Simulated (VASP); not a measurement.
# La (P6_3/mmc) in VASP: a series of runs

Runs on La. Level: PBE. Tasks: electric field gradients.

All numbers are computed with VASP 6.6.1; they aren't measurements. Logs are shortened: lines on timing, memory, paths and dates and some standing lists are left out, and cuts for length are marked.

### Step 1. The cell of the first run

Symmetry: P6_3/mmc, No. 194, hexagonal system. Conventional cell: a = 3.781 Å, b = 3.781 Å, c = 6.120 Å, α = 90.00°, β = 90.00°, γ = 120.00°. Within 4.9 Å of La (site symmetry -6m2) lie 12 La at 3.76 to 3.78 Å.

### Step 2. Electric field gradients, PBE (37.89 Å³/atom)

The input, INCAR:

```
PREC = Accurate
ENCUT = 520
EDIFF = 1E-8
ISMEAR = -1
SIGMA = 0.05
LREAL = False
LASPH = True
NELM = 100
ALGO = Normal
ISIF = 2
LWAVE = False
LCHARG = False
GGA = PE
LEFG = True
NBANDS = 18
```

The input, KPOINTS:

```
regular mesh
0
Gamma
  11 11 6
```

The input, POSCAR:

```
La
1.0
    3.7809952087      0.0000000000      0.0000000000
   -1.8904976043      3.2744379023      0.0000000000
    0.0000000000      0.0000000000      6.1201675643
La
2
Direct
    0.3333333333      0.6666666667      0.2500000000
    0.6666666667      0.3333333333      0.7500000000
```

Potentials or basis: VASP PAW PBE potentials, release 64 (La).

Command:

```bash
cat potpaw_PBE.64/La/POTCAR > POTCAR
mpirun -np 1 vasp_std > vasp.out
```

OUTCAR:

```text
PREC = Accurate
   ENCUT = 520
   EDIFF = 1E-8
   ISMEAR = -1
   LREAL = False
   LASPH = True
   NELM = 100
   ISIF = 2
   GGA = PE

 ion  position               nearest neighbor table
   1  0.333  0.667  0.250-
   2  0.667  0.333  0.750-

  LATTYP: Found a hexagonal cell.
 ALAT       =     3.7809952087
 C/A-ratio  =     1.6186657815

  Lattice vectors:

 A1 = (   3.7809952087,   0.0000000000,   0.0000000000)
 A2 = (  -1.8904976043,   3.2744379023,   0.0000000000)
 A3 = (   0.0000000000,   0.0000000000,   6.1201675643)

Analysis of symmetry for initial positions (statically):
=====================================================================
 Subroutine PRICEL returns:
 Original cell was already a primitive cell.

 Routine SETGRP: Setting up the symmetry group for a
 hexagonal supercell.

 Subroutine GETGRP returns: Found 24 space group operations
 (whereof 12 operations were pure point group operations)
 out of a pool of 24 trial point group operations.

The static configuration has the point symmetry D_3d.
 The point group associated with its full space group is D_6h.

Analysis of symmetry for dynamics (positions and initial velocities):
=====================================================================
 Subroutine PRICEL returns:
 Original cell was already a primitive cell.

 Routine SETGRP: Setting up the symmetry group for a
 hexagonal supercell.

 Subroutine GETGRP returns: Found 24 space group operations
 (whereof 12 operations were pure point group operations)
 out of a pool of 24 trial point group operations.

The dynamic configuration has the point symmetry D_3d.
 The point group associated with its full space group is D_6h.

 Subroutine INISYM returns: Found 24 space group operations
 (whereof 12 operations are pure point group operations),
 and found     1 'primitive' translations

----------------------------------------------------------------------------------------

                                     Primitive cell

  volume of cell :      75.7716

  direct lattice vectors                    reciprocal lattice vectors
     3.780995209  0.000000000  0.000000000     0.264480631  0.152697964  0.000000000
    -1.890497604  3.274437902  0.000000000     0.000000000  0.305395927  0.000000000
[... 124 lines left out ...]
 Free energy of the ion-electron system (eV)
  ---------------------------------------------------
  ext. energy  EPLUGINS =         0.00000000
  ---------------------------------------------------
  free energy    TOTEN  =        -9.72722592 eV

  energy without entropy =       -9.69252475  energy(sigma->0) =       -9.70987534

 E-fermi :   7.6679     XC(G=0):  -9.4806

 val. band max:        7.6545013387   @ k =   0.1818   0.1818   0.3333
 cond. band min:       7.6803296318   @ k =   0.1818   0.0909   0.0000
 fundamental gap:      0.0258282930
 Fermi energy:         7.6679417839

 k-point     1 :       0.0000    0.0000    0.0000
  band No.  band energies     occupation
      1     -25.2191      2.00000
      2     -25.0324      2.00000
      3      -9.5596      2.00000
      4      -8.4360      2.00000
      5      -8.4360      2.00000
      6      -8.2617      2.00000
[... 481 lines left out ...]
      5      -8.7979      2.00000
      6      -8.5661      2.00000
[... 10 lines left out ...]
     17       9.4073      0.00000
     18       9.4745      0.00000

 [... further k-points ...]

------------------------ aborting loop because EDIFF is reached ----------------------------------------

  FORCE on cell =-STRESS in cart. coord.  units (eV):
  Direction    XX          YY          ZZ          XY          YZ          ZX
  --------------------------------------------------------------------------------------
  -------------------------------------------------------------------------------------
  Total       -0.0168328     -0.0168328     -0.1388634     -0.0000000      0.0000000     -0.0000000
  in kB       -0.3559263     -0.3559263     -2.9362450     -0.0000000      0.0000000     -0.0000000
  external PRESSURE =      -1.2160325 kB  Pullay stress =       0.0000000 kB

 VOLUME and BASIS-vectors are now :
 -----------------------------------------------------------------------------
  energy-cutoff  :      520.00
  volume of cell :       75.77
      direct lattice vectors                 reciprocal lattice vectors
     3.780995209  0.000000000  0.000000000     0.264480631  0.152697964  0.000000000
    -1.890497604  3.274437902  0.000000000     0.000000000  0.305395927  0.000000000
     0.000000000  0.000000000  6.120167564     0.000000000  0.000000000  0.163394219

 POSITION                                       TOTAL-FORCE (eV/Angst)
 -----------------------------------------------------------------------------------
     -0.00000      2.18296      1.53004        -0.000000      0.000000      0.000000
      1.89050      1.09148      4.59013         0.000000      0.000000      0.000000
 -----------------------------------------------------------------------------------
    total drift:                               -0.000000      0.000000     -0.000000

  FREE ENERGIE OF THE ION-ELECTRON SYSTEM (eV)
  ---------------------------------------------------
  free  energy   TOTEN  =        -9.7272259243 eV

  energy  without entropy=       -9.6925247522  energy(sigma->0) =       -9.70987534

 Electric field gradients (V/A^2)
---------------------------------------------------------------------
 ion       V_xx      V_yy      V_zz      V_xy      V_xz      V_yz
---------------------------------------------------------------------
   1      -5.818    -5.818    11.636     0.001     0.000    -0.000
   2      -5.818    -5.818    11.636     0.001    -0.000     0.000
---------------------------------------------------------------------

 Electric field gradients after diagonalization (V/A^2)
 (convention: |V_zz| > |V_xx| > |V_yy|)
----------------------------------------------------------------------
 ion       V_xx      V_yy      V_zz     asymmetry (V_yy - V_xx)/ V_zz
----------------------------------------------------------------------
   1      -5.819    -5.818    11.636       0.000
   2      -5.819    -5.818    11.636       0.000
----------------------------------------------------------------------

           NMR quadrupolar parameters

 Cq : quadrupolar parameter    Cq=e*Q*V_zz/h
 eta: asymmetry parameters     (V_yy - V_xx)/ V_zz
 Q  : nuclear electric quadrupole moment in mb (millibarn)
----------------------------------------------------------------------
 ion       Cq(MHz)       eta       Q (mb)
----------------------------------------------------------------------
   1       0.028       0.000       1.000
   2       0.028       0.000       1.000
----------------------------------------------------------------------
```

OSZICAR:

```text
N       E                     dE             d eps       ncg     rms          rms(c)
DAV:   1     0.254511873131E+03    0.25451E+03   -0.80757E+03  2304   0.167E+03
DAV:   2     0.277962048204E+02   -0.22672E+03   -0.22331E+03  3232   0.304E+02
DAV:   3    -0.609681088210E+01   -0.33893E+02   -0.33142E+02  3836   0.137E+02
[... 12 lines left out ...]
DAV:  16    -0.972722547554E+01   -0.89649E-07   -0.70987E-07  4456   0.102E-02    0.413E-03
DAV:  17    -0.972722572784E+01   -0.25230E-06   -0.22926E-07  4080   0.482E-03    0.147E-03
DAV:  18    -0.972722587867E+01   -0.15083E-06   -0.71020E-08  3928   0.274E-03    0.303E-04
DAV:  19    -0.972722591980E+01   -0.41131E-07   -0.64112E-09  2840   0.974E-04    0.566E-05
DAV:  20    -0.972722592429E+01   -0.44854E-08   -0.20423E-09  2936   0.766E-04
   1 F= -.97272259E+01 E0= -.97098753E+01  d E =-.347012E-01
```

stdout:

```text
POSCAR found type information on POSCAR La
 POSCAR found :  1 types and       2 ions
 scaLAPACK will be used
 LDA part: xc-table for (Slater+PW92), standard interpolation
 POSCAR, INCAR and KPOINTS ok, starting setup
 FFT: planning ... GRIDC
 FFT: planning ... GRID_SOFT
 FFT: planning ... GRID
 WAVECAR not read
 entering main loop
ion   1

ion   2
```

It took 2.1 min on 1 thread of Intel Xeon Platinum 8375C at 2.90GHz (Ice Lake), shared host; peak memory 0.25 GiB.

What came out:

```
Free energy                             : -9.7272 eV
Pressure                                : -0.1 GPa
Band gap on the k mesh                  : zero (bands 11 and 12 overlap by 1.43 eV)
Largest electric field gradient by atom : La +11.6 V/Å²
```

Electric field gradients, principal values (V/Å²):
| atom | least | middle | greatest (by size) |
| --- | --- | --- | --- |
| 1 La | -5.818 | -5.819 | 11.636 |
| 2 La | -5.818 | -5.819 | 11.636 |

Caveat: without QUAD_EFG the Cq values of the log hold for a quadrupole moment of 1 mb, not for the nuclei; spin-orbit coupling is left out, which moves the levels of the heavy elements.

### Step 3. Electric field gradients, PBE

The input, INCAR:

```
SYSTEM = La
ALGO = Normal ; EDIFF = 1E-8
ENCUT = 520 ; GGA = PE
ISIF = 2 ; ISMEAR = -1
LASPH = .True. ; LCHARG = .False.
LEFG = .True. ; LREAL = .False.
LWAVE = .False. ; NBANDS = 18
NELM = 80 ; PREC = Accurate
SIGMA = 0.05
```

The input, KPOINTS:

```
k-points
0
Gamma
  11 11 6
  0 0 0
```

POSCAR is that of step 2.

Potentials or basis: VASP PAW PBE potentials, release 64 (La).

Command:

```bash
cat potpaw_PBE.64/La/POTCAR > POTCAR
mpirun -np 1 vasp_std > vasp.out
```

OUTCAR:

```text
SYSTEM = La
   EDIFF = 1E-8
   ENCUT = 520
   GGA = PE
   ISIF = 2
   ISMEAR = -1
   LASPH = .True.
   LREAL = .False.
   NELM = 80
   PREC = Accurate

 ion  position               nearest neighbor table
   1  0.333  0.667  0.250-
   2  0.667  0.333  0.750-

  LATTYP: Found a hexagonal cell.
 ALAT       =     3.7809952087
 C/A-ratio  =     1.6186657815

  Lattice vectors:

 A1 = (   3.7809952087,   0.0000000000,   0.0000000000)
 A2 = (  -1.8904976043,   3.2744379023,   0.0000000000)
 A3 = (   0.0000000000,   0.0000000000,   6.1201675643)

Analysis of symmetry for initial positions (statically):
=====================================================================
 Subroutine PRICEL returns:
 Original cell was already a primitive cell.

 Routine SETGRP: Setting up the symmetry group for a
 hexagonal supercell.

 Subroutine GETGRP returns: Found 24 space group operations
 (whereof 12 operations were pure point group operations)
 out of a pool of 24 trial point group operations.

The static configuration has the point symmetry D_3d.
 The point group associated with its full space group is D_6h.

Analysis of symmetry for dynamics (positions and initial velocities):
=====================================================================
 Subroutine PRICEL returns:
 Original cell was already a primitive cell.

 Routine SETGRP: Setting up the symmetry group for a
 hexagonal supercell.

 Subroutine GETGRP returns: Found 24 space group operations
 (whereof 12 operations were pure point group operations)
 out of a pool of 24 trial point group operations.

The dynamic configuration has the point symmetry D_3d.
 The point group associated with its full space group is D_6h.

 Subroutine INISYM returns: Found 24 space group operations
 (whereof 12 operations are pure point group operations),
 and found     1 'primitive' translations

----------------------------------------------------------------------------------------

                                     Primitive cell

  volume of cell :      75.7716

  direct lattice vectors                    reciprocal lattice vectors
     3.780995209  0.000000000  0.000000000     0.264480631  0.152697964  0.000000000
    -1.890497604  3.274437902  0.000000000     0.000000000  0.305395927  0.000000000
     0.000000000  0.000000000  6.120167564     0.000000000  0.000000000  0.163394219

  length of vectors
     3.780995209  3.780995209  6.120167564     0.305395927  0.305395927  0.163394219

  position of ions in fractional coordinates (direct lattice)
     0.333333333  0.666666667  0.250000000
     0.666666667  0.333333333  0.750000000

  ion indices of the primitive-cell ions
   primitive index   ion index
                 1           1
                 2           2

----------------------------------------------------------------------------------------

[... 72 lines left out ...]
   NSW    =      0    number of steps for IOM
   IBRION =     -1    ionic relax: 0-MD 1-quasi-New 2-CG
   NFREE  =      0    steps in history (QN), initial steepest desc. (CG)
   ISIF   =      2    stress and relaxation
   ISYM   =      2    0-nonsym 1-usesym 2-fastsym
   POTIM  = 0.5000    time-step for ionic-motion
   TEBEG  =    0.0;   TEEND  =   0.0 temperature during run
   PSTRESS=    0.0 pullay stress
   NELECT =      22.0000    total number of electrons
   NUPDOWN=      -1.0000    fix difference up-down
   EMIN   =  10.00;   EMAX   =-10.00  energy-range for DOS
   EFERMI =   0.00;   METHOD = LEGACY
   ISMEAR =    -1;   SIGMA  =   0.05  broadening in eV -4-tet -1-fermi 0-gaus
   EFERMI_NEDOS =   21; number of points for ismear=-14 and -15
   IALGO  =     38    algorithm
   IMIX   =      4    mixing-type and parameters
     AMIX     =   0.40;   BMIX     =  1.00
     AMIX_MAG =   1.60;   BMIX_MAG =  1.00
  volume/ion in A,a.u.               =      37.89       255.67
  Fermi-wavevector in a.u.,A,eV,Ry     =   1.084044  2.048547 15.988911  1.175152
  Thomas-Fermi vector in A             =   2.220125
   LORBIT       =      0    0 simple, 1 ext, 2 COOP (PROOUT), +10 PAW based schemes
   GGA     = PE    functional components
   LHFCALC =     F    Hartree Fock is set to
   AEXX    =    0.0000 exact exchange contribution
   IVDW    =     0    specifies the selected vdW correction
   LEPSILON=     F    determine dielectric tensor
   LRPA    =     F    only Hartree local field effects (RPA)
 non-spin polarized calculation
  energy-cutoff  :      520.00
  volume of cell :       75.77
 maximum number of plane-waves:      2055
   NGX = 15   NGY = 15   NGZ = 23

 number of electron      21.9999998 magnetization

 Free energy of the ion-electron system (eV)
  ---------------------------------------------------
  ext. energy  EPLUGINS =         0.00000000
  ---------------------------------------------------
  free energy    TOTEN  =        -9.72722592 eV

  energy without entropy =       -9.69252475  energy(sigma->0) =       -9.70987534

 E-fermi :   7.6679     XC(G=0):  -9.4806

 val. band max:        7.6545013387   @ k =   0.1818   0.1818   0.3333
 cond. band min:       7.6803296318   @ k =   0.1818   0.0909   0.0000
 fundamental gap:      0.0258282930
 Fermi energy:         7.6679417839

 k-point     1 :       0.0000    0.0000    0.0000
  band No.  band energies     occupation
      1     -25.2191      2.00000
      2     -25.0324      2.00000
      3      -9.5596      2.00000
      4      -8.4360      2.00000
      5      -8.4360      2.00000
      6      -8.2617      2.00000
[... 481 lines left out ...]
      5      -8.7979      2.00000
      6      -8.5661      2.00000
[... 10 lines left out ...]
     17       9.4073      0.00000
     18       9.4745      0.00000

 [... further k-points ...]

------------------------ aborting loop because EDIFF is reached ----------------------------------------

  FORCE on cell =-STRESS in cart. coord.  units (eV):
  Direction    XX          YY          ZZ          XY          YZ          ZX
  --------------------------------------------------------------------------------------
  -------------------------------------------------------------------------------------
  Total       -0.0168328     -0.0168328     -0.1388634     -0.0000000      0.0000000     -0.0000000
  in kB       -0.3559263     -0.3559263     -2.9362450     -0.0000000      0.0000000     -0.0000000
  external PRESSURE =      -1.2160325 kB  Pullay stress =       0.0000000 kB

 VOLUME and BASIS-vectors are now :
 -----------------------------------------------------------------------------
  energy-cutoff  :      520.00
  volume of cell :       75.77
      direct lattice vectors                 reciprocal lattice vectors
     3.780995209  0.000000000  0.000000000     0.264480631  0.152697964  0.000000000
    -1.890497604  3.274437902  0.000000000     0.000000000  0.305395927  0.000000000
     0.000000000  0.000000000  6.120167564     0.000000000  0.000000000  0.163394219

 POSITION                                       TOTAL-FORCE (eV/Angst)
 -----------------------------------------------------------------------------------
     -0.00000      2.18296      1.53004        -0.000000      0.000000      0.000000
      1.89050      1.09148      4.59013         0.000000      0.000000      0.000000
 -----------------------------------------------------------------------------------
    total drift:                               -0.000000      0.000000     -0.000000

  FREE ENERGIE OF THE ION-ELECTRON SYSTEM (eV)
  ---------------------------------------------------
  free  energy   TOTEN  =        -9.7272259243 eV

  energy  without entropy=       -9.6925247522  energy(sigma->0) =       -9.70987534

 Electric field gradients (V/A^2)
---------------------------------------------------------------------
 ion       V_xx      V_yy      V_zz      V_xy      V_xz      V_yz
---------------------------------------------------------------------
   1      -5.818    -5.818    11.636     0.001     0.000    -0.000
   2      -5.818    -5.818    11.636     0.001    -0.000     0.000
---------------------------------------------------------------------

 Electric field gradients after diagonalization (V/A^2)
 (convention: |V_zz| > |V_xx| > |V_yy|)
----------------------------------------------------------------------
 ion       V_xx      V_yy      V_zz     asymmetry (V_yy - V_xx)/ V_zz
----------------------------------------------------------------------
   1      -5.819    -5.818    11.636       0.000
   2      -5.819    -5.818    11.636       0.000
----------------------------------------------------------------------

           NMR quadrupolar parameters

 Cq : quadrupolar parameter    Cq=e*Q*V_zz/h
 eta: asymmetry parameters     (V_yy - V_xx)/ V_zz
 Q  : nuclear electric quadrupole moment in mb (millibarn)
----------------------------------------------------------------------
 ion       Cq(MHz)       eta       Q (mb)
----------------------------------------------------------------------
   1       0.028       0.000       1.000
   2       0.028       0.000       1.000
----------------------------------------------------------------------
```

OSZICAR:

```text
N       E                     dE             d eps       ncg     rms          rms(c)
DAV:   1     0.254511873131E+03    0.25451E+03   -0.80757E+03  2304   0.167E+03
DAV:   2     0.277962048204E+02   -0.22672E+03   -0.22331E+03  3232   0.304E+02
DAV:   3    -0.609681088210E+01   -0.33893E+02   -0.33142E+02  3836   0.137E+02
[... 12 lines left out ...]
DAV:  16    -0.972722547554E+01   -0.89649E-07   -0.70987E-07  4456   0.102E-02    0.413E-03
DAV:  17    -0.972722572784E+01   -0.25230E-06   -0.22926E-07  4080   0.482E-03    0.147E-03
DAV:  18    -0.972722587867E+01   -0.15083E-06   -0.71020E-08  3928   0.274E-03    0.303E-04
DAV:  19    -0.972722591980E+01   -0.41131E-07   -0.64112E-09  2840   0.974E-04    0.566E-05
DAV:  20    -0.972722592429E+01   -0.44854E-08   -0.20423E-09  2936   0.766E-04
   1 F= -.97272259E+01 E0= -.97098753E+01  d E =-.347012E-01
```

Run time: 2.1 min. Hardware: 1 thread of Intel Xeon Platinum 8375C at 2.90GHz (Ice Lake), shared host; peak memory 0.25 GiB.

What came out:

- Free energy: -9.7272 eV
- Pressure: -0.1 GPa
- Band gap on the k mesh: zero (bands 11 and 12 overlap by 1.43 eV)
- Largest electric field gradient by atom: La +11.6 V/Å²

Electric field gradients, principal values (V/Å²):
```csv
atom,least,middle,greatest (by size)
1 La,-5.818,-5.819,11.636
2 La,-5.818,-5.819,11.636
```

Caveat: without QUAD_EFG the Cq values of the log hold for a quadrupole moment of 1 mb, not for the nuclei; spin-orbit coupling is left out, which moves the levels of the heavy elements.

(Continued in part 2 of 2.)

The gap in the log of VASP goes by the Fermi energy; the results here count the filled bands.